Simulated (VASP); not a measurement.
# MgH2 (Fm-3m) in VASP: vibrations by perturbation theory with PBEsol

Aim: the vibrations by perturbation theory of MgH2 with PBEsol.

Program: VASP 6.6.1. These are calculated values, not measurements. Logs are shortened: lines on timing, memory, paths and dates and some standing lists are left out, and cuts for length are marked.

**1. The cell of the first run**

The structure is cubic, space group Fm-3m (No. 225). Conventional cell: a = 4.762 Å, b = 4.762 Å, c = 4.762 Å, α = 90.00°, β = 90.00°, γ = 90.00°. Mg (site symmetry m-3m) has 8 H at 2.06 Å within 2.7 Å. Within 2.7 Å of H (site symmetry -43m) lie 4 Mg at 2.06 Å and 6 H at 2.38 Å.

**2. Vibrations by perturbation theory, PBEsol**

Input file INCAR:

```
ALGO     = Normal         # electronic algorithm
EDIFF    = 1E-8           # SCF threshold, eV
ENCUT    = 520            # plane-wave cutoff, eV
GGA      = PS             # functional
IBRION   = 8              # ionic algorithm
ISIF     = 2              # what is computed and relaxed
ISMEAR   = -1             # smearing method
LASPH    = T              # aspherical terms in the spheres
LCHARG   = F              # write CHGCAR
LREAL    = F              # projectors in reciprocal space
LWAVE    = F              # write WAVECAR
NELM     = 80             # most SCF steps
NSW      = 1              # ionic steps
PREC     = Accurate       # precision mode
SIGMA    = 0.05           # smearing width, eV
```

Input file KPOINTS:

```
k-points
0
Gamma
  6 6 6
```

Input file POSCAR:

```
MgH2
1.0
    0.0000000000      2.3810670000      2.3810670000
    2.3810670000      0.0000000000      2.3810670000
    2.3810670000      2.3810670000      0.0000000000
Mg H
1 2
Direct
    0.0000000000      0.0000000000      0.0000000000
    0.7500000000      0.7500000000      0.7500000000
    0.2500000000      0.2500000000      0.2500000000
```

Potentials or basis: VASP PAW PBE potentials, release 64 (Mg, H).

Command:

```
$ cat potpaw_PBE.64/Mg/POTCAR potpaw_PBE.64/H/POTCAR > POTCAR
$ mpirun -np 1 vasp_std > vasp.out
```

OUTCAR:

```text
EDIFF = 1E-8
   ENCUT = 520
   GGA = PS
   IBRION = 8
   ISIF = 2
   ISMEAR = -1
   LASPH = T
   LREAL = F
   NELM = 80
   NSW = 1
   PREC = Accurate

 ion  position               nearest neighbor table
   1  0.000  0.000  0.000-   2 2.06   2 2.06   2 2.06   2 2.06   3 2.06   3 2.06   3 2.06   3 2.06

   2  0.750  0.750  0.750-   1 2.06   1 2.06   1 2.06   1 2.06
   3  0.250  0.250  0.250-   1 2.06   1 2.06   1 2.06   1 2.06

  LATTYP: Found a face centered cubic cell.
 ALAT       =     4.7621340000

  Lattice vectors:

 A1 = (   0.0000000000,   2.3810670000,   2.3810670000)
 A2 = (   2.3810670000,   0.0000000000,   2.3810670000)
 A3 = (   2.3810670000,   2.3810670000,   0.0000000000)

Analysis of symmetry for initial positions (statically):
=====================================================================
 Subroutine PRICEL returns:
 Original cell was already a primitive cell.

 Routine SETGRP: Setting up the symmetry group for a
 face centered cubic supercell.

 Subroutine GETGRP returns: Found 48 space group operations
 (whereof 48 operations were pure point group operations)
 out of a pool of 48 trial point group operations.

The static configuration has the point symmetry O_h .

Analysis of symmetry for dynamics (positions and initial velocities):
=====================================================================
 Subroutine PRICEL returns:
 Original cell was already a primitive cell.

 Routine SETGRP: Setting up the symmetry group for a
 face centered cubic supercell.

 Subroutine GETGRP returns: Found 48 space group operations
 (whereof 48 operations were pure point group operations)
 out of a pool of 48 trial point group operations.

The dynamic configuration has the point symmetry O_h .

 Subroutine INISYM returns: Found 48 space group operations
[... 308 lines left out ...]
     2.381067000  2.381067000  0.000000000     0.209989891  0.209989891 -0.209989891

 POSITION                                       TOTAL-FORCE (eV/Angst)
 -----------------------------------------------------------------------------------
      0.00000      0.00000      0.00000        -0.000000      0.000000      0.000000
      3.57160      3.57160      3.57160         0.000000      0.000000      0.000000
      1.19053      1.19053      1.19053        -0.000000     -0.000000     -0.000000
 -----------------------------------------------------------------------------------
    total drift:                                0.000000      0.000000      0.000000

  FREE ENERGIE OF THE ION-ELECTRON SYSTEM (eV)
  ---------------------------------------------------
  free  energy   TOTEN  =        -8.5890016440 eV

  energy  without entropy=       -8.5855727845  energy(sigma->0) =       -8.58728721

[... ionic steps 2 to 3 ...]

--------------------------------------- Ionic step        4  -------------------------------------------

------------------------ aborting loop because EDIFF is reached ----------------------------------------

[... ionic steps 5 to 6 ...]

--------------------------------------- Ionic step        7  -------------------------------------------

 Free energy of the ion-electron system (eV)
  ---------------------------------------------------
  ---------------------------------------------------
  free energy    TOTEN  =        -0.01797735 eV

  energy without entropy =       -0.01797735

------------------------ aborting loop because EDIFF is reached ----------------------------------------

 INTERNAL STRAIN TENSOR  FOR ION    2  DIRECTION 1   (eV/Angst):
 -----------------------------------------------------------------------------
     0.00002  0.00000  0.00000
     0.00000  0.00020  0.97994
     0.00000  0.97994  0.00020

 INTERNAL STRAIN TENSOR FOR ION    3 for displacements in x,y,z  (eV/Angst):
          X           Y           Z          XY          YZ          ZX
  --------------------------------------------------------------------------------
  x    -0.00000     0.00000     0.00000     0.00000    -0.97994     0.00000
  y     0.00000    -0.00000     0.00000     0.00000     0.00000    -0.97994
  z     0.00000     0.00000    -0.00000    -0.97994     0.00000     0.00000

 SECOND DERIVATIVES (NOT SYMMETRIZED)
 ------------------------------------
               1X          1Y          1Z          2X          2Y          2Z          3X          3Y          3Z
  1X    -3.085092    0.000000    0.000000    1.542546    0.000000    0.000000    1.542546    0.000000    0.000000
  1Y     0.000000   -3.085092    0.000000    0.000000    1.542546    0.000000    0.000000    1.542546    0.000000
  1Z     0.000000    0.000000   -3.085092    0.000000    0.000000    1.542546    0.000000    0.000000    1.542546
  2X     1.543280    0.000000    0.000000   -3.055933    0.000000    0.000000    1.512653    0.000000    0.000000
  2Y     0.000000    1.543280    0.000000    0.000000   -3.055933    0.000000    0.000000    1.512653    0.000000
  2Z     0.000000    0.000000    1.543280    0.000000    0.000000   -3.055933    0.000000    0.000000    1.512653
  3X     1.543280    0.000000    0.000000    1.512653    0.000000    0.000000   -3.055933    0.000000    0.000000
  3Y     0.000000    1.543280    0.000000    0.000000    1.512653    0.000000    0.000000   -3.055933    0.000000
  3Z     0.000000    0.000000    1.543280    0.000000    0.000000    1.512653    0.000000    0.000000   -3.055933

 Eigenvectors and eigenvalues of the dynamical matrix
 ----------------------------------------------------

   1 f  =   33.415014 THz   209.952724 2PiTHz 1114.604883 cm-1   138.193331 meV
             X         Y         Z           dx          dy          dz
      0.000000  0.000000  0.000000     0.000000   -0.000000   -0.000000
      3.571600  3.571600  3.571600     0.701810   -0.086390    0.000000
      1.190533  1.190533  1.190533    -0.701810    0.086390    0.000000
[... 43 lines left out ...]
   9 f/i=    0.001273 THz     0.007997 2PiTHz    0.042456 cm-1     0.005264 meV
             X         Y         Z           dx          dy          dz
      0.000000  0.000000  0.000000    -0.550137    0.788231   -0.006564
      3.571600  3.571600  3.571600    -0.111563    0.159846   -0.001331
      1.190533  1.190533  1.190533    -0.111563    0.159846   -0.001331

--------------------------------------------------------------------------------------------------------

 ELASTIC MODULI CONTR FROM IONIC RELAXATION (kBar)
 Direction    XX          YY          ZZ          XY          YZ          ZX
 --------------------------------------------------------------------------------
 XX          -0.0000      0.0000      0.0000      0.0000     -0.0000      0.0000
 YY           0.0000     -0.0000     -0.0000     -0.0000      0.0000     -0.0000
 ZZ           0.0000     -0.0000     -0.0000     -0.0000      0.0000     -0.0000
 XY           0.0000     -0.0000     -0.0000    -24.9467      0.0000     -0.0000
 YZ          -0.0000      0.0000      0.0000      0.0000    -24.9467      0.0000
 ZX           0.0000     -0.0000     -0.0000     -0.0000      0.0000    -24.9467
 --------------------------------------------------------------------------------
```

stdout:

```text
POSCAR found type information on POSCAR MgH
 POSCAR found :  2 types and       3 ions
 scaLAPACK will be used
 -----------------------------------------------------------------------------
|                                                                             |
|                                                                             |
|     You enforced a specific xc type in the INCAR file but a different       |
|     I HOPE YOU KNOW WHAT YOU ARE DOING!                                     |
|                                                                             |
 -----------------------------------------------------------------------------

 LDA part: xc-table for (Slater+PW92), standard interpolation
 POSCAR, INCAR and KPOINTS ok, starting setup
 FFT: planning ... GRIDC
 FFT: planning ... GRID_SOFT
 FFT: planning ... GRID
 WAVECAR not read
 entering main loop
 Linear response reoptimize wavefunctions to high precision
 Linear response DOF=           2
 Linear response progress:
 first order change of Fermi-energy  -0.45625E-04
 force on displaced ion       1 direction 1 :  -3.085   0.000   0.000
 Linear response progress:
 first order change of Fermi-energy  -0.54859E-04
 force on displaced ion       2 direction 1 :  -3.056   0.000   0.000
 Linear response finished
```

Wall time 71 s (1 thread of Intel Xeon 8259CL, shared host); peak memory 0.18 GiB.

What came out:

```
Highest phonon frequency at Γ : 1115 cm⁻¹
```

Phonon frequencies in cm⁻¹ (negative: imaginary):
| q point | frequencies |
| --- | --- |
| (0.000, 0.000, 0.000) | 0 0 0 674 674 674 1115 1115 1115 |

Caveat: the k points lie up to 0.38 Å⁻¹ apart; the cell stands under pressure or tension, which shifts response properties.
